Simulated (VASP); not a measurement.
Runs of VASP 6.6.1 on BN. The structure is that of space group P-6m2 (No. 187), or close to it. The cells are those of the table. 

```csv
cell,gap on the mesh (eV),pressure (GPa)
"a = 2.544, b = 2.544, c = 6.510 Å, angles 90.0, 90.0, 120.0°, 4 atoms",(a),(c)
"a = 2.432, b = 2.432, c = 7.129 Å, angles 90.0, 90.0, 120.0°, 4 atoms",4.61,(b)
"a = 2.470, b = 2.470, c = 6.911 Å, angles 90.0, 90.0, 120.0°, 4 atoms",4.48,10.6
"a = 2.362, b = 2.362, c = 7.555 Å, angles 90.0, 90.0, 120.0°, 4 atoms",4.45,49.2
"a = 2.704, b = 2.704, c = 5.765 Å, angles 90.0, 90.0, 120.0°, 4 atoms",3.37,-42.2
```

Alike in all rows: task single point; level PBE+D3(BJ); potentials or basis VASP PAW PBE potentials, release 64 (B, N); no spin polarisation; k mesh 12 × 12 × 4; cutoff (eV) 520; smearing gaussian 0.05 eV.

Question: Fill in the values left out.

Answer: (a) 4.25; (b) 22.8; (c) -10.2.

A k mesh can miss the band edges.
